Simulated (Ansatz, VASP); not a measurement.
**One calculation of MnO, two programs**

```
Mn O
1.0
     0.00000    2.22391    2.22391
     2.22391    0.00000    2.22391
     2.22391    2.22391    0.00000
Mn O
1 1
Direct
  0.00000 0.00000 0.00000
  0.50000 0.50000 0.50000
```

Alike in both runs: task relaxation of cell and atoms; functional BLYP; dispersion D4; k mesh 10 × 10 × 10; occupations fermi-dirac, width 0.05 eV; collinear spin.

|  | VASP | Ansatz |
| --- | --- | --- |
| version | VASP 6.6.1 | Ansatz 0.2.0 |
| potentials or method | VASP PAW PBE potentials, release 64 (Mn_pv, O) | Ansatz PAW |
| plane-wave cutoff (eV) | 600 | 420 |
| valence electrons in the cell | 19 | 21 |

VASP gave:

- net moment per atom (μB): 2.28
- size of the moment on the site where the two differ most (μB): 4.17
- relaxed volume (Å³/atom): 10.60
- relaxed length of the cell vector where the two differ most in proportion (Å): 3.107

Problem. Estimate Ansatz's values.

Solution. net moment per atom (μB): 2.29; size of the moment on the site where the two differ most (μB): 3.90; relaxed volume (Å³/atom): 10.62; relaxed length of the cell vector where the two differ most in proportion (Å): 3.109.

VASP's potentials were made for PBE, not for BLYP. Site moments also hang on the region over which each program counts them. VASP's potentials hold 19 valence electrons a cell and Ansatz's 21, so a difference there can come from the potentials and not from the codes.

Noted on Ansatz's run: the plane-wave basis is chosen anew once the cell has moved, so the energies of steps on either side of that aren't comparable.
